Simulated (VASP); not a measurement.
Here is a VASP 6.6.1 calculation.

Contents of POSCAR:

```
TiSi2
1.0
   -1.5017591770      1.7457097017      4.2946938359
    1.5017591770     -1.7457097017      4.2946938359
    1.5017591770      1.7457097017     -4.2946938359
Ti Si
1 2
Direct
    0.0000000000      0.0000000000      0.0000000000
    0.6700780000      0.6700780000      0.0000000000
    0.3299220000      0.3299220000      0.0000000000
```

The input INCAR.step1:

```
SYSTEM = TiSi2
  ALGO = Normal
  EDIFF = 1E-4
  ENCUT = 520
  GGA = PE
  ISMEAR = -1
  LASPH = .True.
  LCHARG = .False.
  LREAL = .False.
  LWAVE = .True.
  NBANDS = 17
  NELM = 60
  PREC = Accurate
  SIGMA = 0.05
```

INCAR.step2

```
SYSTEM = TiSi2
  ALGO = Normal
  EDIFF = 1E-6
  ENCUT = 520
  ISIF = 2
  ISMEAR = -1
  ISTART = 1
  LASPH = .True.
  LCHARG = .True.
  LELF = .True.
  LMIXTAU = .True.
  LREAL = .False.
  LVHAR = .True.
  LWAVE = .False.
  METAGGA = R2SCAN
  NBANDS = 17
  NELM = 60
  PREC = Accurate
  SIGMA = 0.05
```

File KPOINTS:

```
k-points
0
Gamma
  12 12 12
  0 0 0
```

Potentials or basis: VASP PAW PBE potentials, release 64 (Ti_sv, Si).

Command:

```bash
$ cat potpaw_PBE.64/Ti_sv/POTCAR potpaw_PBE.64/Si/POTCAR > POTCAR
$ cp INCAR.step1 INCAR
$ mpirun -np 1 vasp_std > vasp.out
$ cp INCAR.step2 INCAR
$ mpirun -np 1 vasp_std > vasp.out
```

(1) Predict the pressure.

(2) Estimate the band gap on the k mesh.

Answers

(1) -9.1 GPa.

(2) zero (bands 10 and 11 overlap by 2.41 eV).

Caveat: the cell stands under tension; the PAW data sets were made with another functional, which shifts forces and pressure a little.
